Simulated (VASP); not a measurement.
# Mg: single point with LDA

The system is Mg.

```
Mg
1.0
     5.61198    0.00000    0.00000
     0.00000    5.61198    0.00000
     0.00000    0.00000    5.61198
Mg
8
Direct
  0.00000 0.00000 0.00000
  0.50000 0.50000 0.50000
  0.25000 0.00000 0.50000
  0.75000 0.00000 0.50000
  0.50000 0.25000 0.00000
  0.50000 0.75000 0.00000
  0.00000 0.50000 0.25000
  0.00000 0.50000 0.75000
```

```
Program             : VASP 6.6.1
Task                : single point
Functional          : LDA
Potentials or basis : VASP PAW LDA potentials, release 64 (Mg)
Cutoff              : 520 eV
k mesh              : 5 × 5 × 5
Occupations         : fermi-dirac, width 0.1 eV
Spin                : no spin polarisation
```

```
Pressure               : -0.3 GPa
Band gap on the k mesh : zero (bands 8 and 9 overlap by 2.29 eV)
```

Levels at points of the mesh, in eV from the Fermi level:
| k point | band 4 | band 5 | band 6 | band 7 | band 8 | band 9 | band 10 | band 11 | band 12 | band 13 |
| --- | --- | --- | --- | --- | --- | --- | --- | --- | --- | --- |
| (0.00, 0.00, 0.00) | -2.47 | -2.36 | -2.36 | -2.36 | 1.54 | 1.54 | 1.57 | 1.57 | 1.57 | 2.11 |

Wall time 31 s on 1 thread of Intel Xeon 8259CL (shared host), peak memory 0.2 GiB.
